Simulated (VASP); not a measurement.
Wanted: the native input for a VASP 6.6.1 run.

```yaml
Task: single point
Functional: PBE
Potentials_or_basis: VASP PAW PBE potentials, release 64 (Os, F)
Cutoff: 520 eV
k_mesh: 10 × 10 × 5
Occupations: gaussian, width 0.05 eV
Spin: collinear spin
Starting_moments: "[1.0, -1.0, 0.0, 0.0, 0.0, 0.0, 0.0, 0.0] μB"
Dipole_correction: no
Further_INCAR_settings: ALGO = Normal; EDIFF = 1e-06; NBANDS = 43
```

The structure of OsF3 lies in POSCAR:

```
OsF3
1.0
    4.0301740801      0.0000000000      4.0301740801
    0.0000000000      4.0301740801      4.0301740801
    0.0000000000      0.0000000000      8.0603481602
Os F
2 6
Direct
    0.0000000000      0.0000000000      0.0000000000
    0.0000000000      0.0000000000      0.5000000000
    0.5000000000      0.0000000000      0.7500000000
    0.0000000000      0.0000000000      0.2500000000
    0.0000000000      0.5000000000      0.7500000000
    0.5000000000      0.0000000000      0.2500000000
    0.0000000000      0.0000000000      0.7500000000
    0.0000000000      0.5000000000      0.2500000000
```

These files were run (other wordings do the same):

INCAR

```
PREC = Accurate
ENCUT = 520
EDIFF = 1E-6
ISMEAR = 0
SIGMA = 0.05
LREAL = F
LASPH = T
NELM = 150
ALGO = Normal
ISIF = 2
LWAVE = F
LCHARG = F
ISPIN = 2
MAGMOM = 1 -1 0 0 0 0 0 0
LORBIT = 11
LMAXMIX = 4
GGA = PE
NBANDS = 43
```

KPOINTS

```
Automatic mesh
0
Gamma
  10 10 5
```

Potentials or basis: VASP PAW PBE potentials, release 64 (Os, F).

Command:

```console
$ cat potpaw_PBE.64/Os/POTCAR potpaw_PBE.64/F/POTCAR > POTCAR
$ mpirun -np 1 vasp_std > vasp.out
```

It gave:

* Pressure: 0.9 GPa
* Band gap on the k mesh: zero (filled and empty bands overlap)
* Net moment: 0.00 μB per cell
* Valence electrons inside the program's atomic spheres: Os 6.82; F 6.09

Caveat: spin-orbit coupling is left out, which moves the levels of the heavy elements.

It took 12 min on 1 thread of Intel Xeon 8259CL, on a shared host, peak memory 0.51 GiB.
